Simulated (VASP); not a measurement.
Here is a VASP 6.6.1 calculation.

POSCAR

```
BeAs2C
1.0
    3.4247097982      0.0000000000      0.0000000000
    0.0000000000      3.4247097982      0.0000000000
    0.0000000000      0.0000000000      4.8968630612
Be As C
1 2 1
Direct
    0.0000000000      0.0000000000      0.0000000000
    0.0000000000      0.5000000000      0.2605674643
    0.5000000000      0.0000000000      0.7394325357
    0.5000000000      0.5000000000      0.5000000000
```

Contents of INCAR.step1:

```
PREC = Accurate
ENCUT = 520
ISMEAR = -1
SIGMA = 0.5
LREAL = F
LASPH = T
NELM = 60
NBANDS = 16
GGA = PE
ALGO = Normal
EDIFF = 1E-4
LWAVE = T
LCHARG = F
```

File INCAR.step2:

```
PREC = Accurate
ENCUT = 520
EDIFF = 1E-6
ISMEAR = -1
SIGMA = 0.5
LREAL = F
LASPH = T
NELM = 60
ALGO = Normal
ISIF = 2
LWAVE = F
LCHARG = F
METAGGA = R2SCAN
LMIXTAU = T
NBANDS = 16
ISTART = 1
```

File KPOINTS:

```
regular mesh
0
Gamma
  6 6 4
```

Potentials or basis: VASP PAW PBE potentials, release 64 (Be, As, C).

Launch:

```sh
$ cat potpaw_PBE.64/Be/POTCAR potpaw_PBE.64/As/POTCAR potpaw_PBE.64/C/POTCAR > POTCAR
$ cp INCAR.step1 INCAR
$ mpirun -np 1 vasp_std > vasp.out
$ cp INCAR.step2 INCAR
$ mpirun -np 1 vasp_std > vasp.out
```

(1) Estimate the band gap on the k mesh.

(2) What does it give for the largest force?

(3) Predict the pressure.

Answers

(1) zero (bands 8 and 9 overlap by 0.49 eV).

(2) 0.359 eV/Å.

(3) 1.4 GPa.

Caveat: so wide a smearing shifts energies and pressures; the PAW data sets were made with another functional, which shifts forces and pressure a little.
